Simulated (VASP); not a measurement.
Set up this calculation in VASP 6.6.1, as the native input.

```
Task                   : single point
Functional             : LDA
Potentials or basis    : VASP PAW LDA potentials, release 64 (Ga_d, Sb)
Cutoff                 : 520 eV
k mesh                 : 16 × 16 × 16
Occupations            : gaussian, width 0.15 eV
Spin                   : no spin polarisation
Dipole correction      : no
Further INCAR settings : ALGO = Normal; EDIFF = 1e-06; NBANDS = 16
```

The structure of GaSb lies in POSCAR:

```
GaSb
1.0
   -1.6034952230      2.6496095718      2.5938200430
    1.6034952230     -2.6496095718      2.5938200430
    1.6034952230      2.6496095718     -2.5938200430
Ga Sb
1 1
Direct
    0.0000000000      0.0000000000      0.0000000000
    0.5000000000      0.5000000000      0.0000000000
```

One way to write it, as run:

INCAR

```
SYSTEM = GaSb
PREC = Accurate ; ENCUT = 520
EDIFF = 1E-6 ; ISMEAR = 0
SIGMA = 0.15 ; LREAL = .FALSE.
LASPH = .TRUE. ; NELM = 80
ALGO = Normal ; ISIF = 2
LWAVE = .FALSE. ; LCHARG = .FALSE.
NBANDS = 16
```

KPOINTS

```
regular mesh
0
G
  16 16 16
  0 0 0
```

Potentials or basis: VASP PAW LDA potentials, release 64 (Ga_d, Sb).

Run with:

```sh
$ cat potpaw_LDA.64/Ga_d/POTCAR potpaw_LDA.64/Sb/POTCAR > POTCAR
$ mpirun -np 1 vasp_std > vasp.out
```

Results of the run:

```json
{
  "Pressure": "2.6 GPa",
  "Band gap on the k mesh": "zero (bands 9 and 10 overlap by 6.02 eV)"
}
```

Caveat: the stress differs along the axes, from -4 to 16 GPa; spin-orbit coupling is left out, which moves the levels of the heavy elements.

Wall time 2.5 min on 1 thread of Intel(R) Xeon(R) 6975P-C (Granite Rapids), with other jobs on the host, peak memory 0.52 GiB.
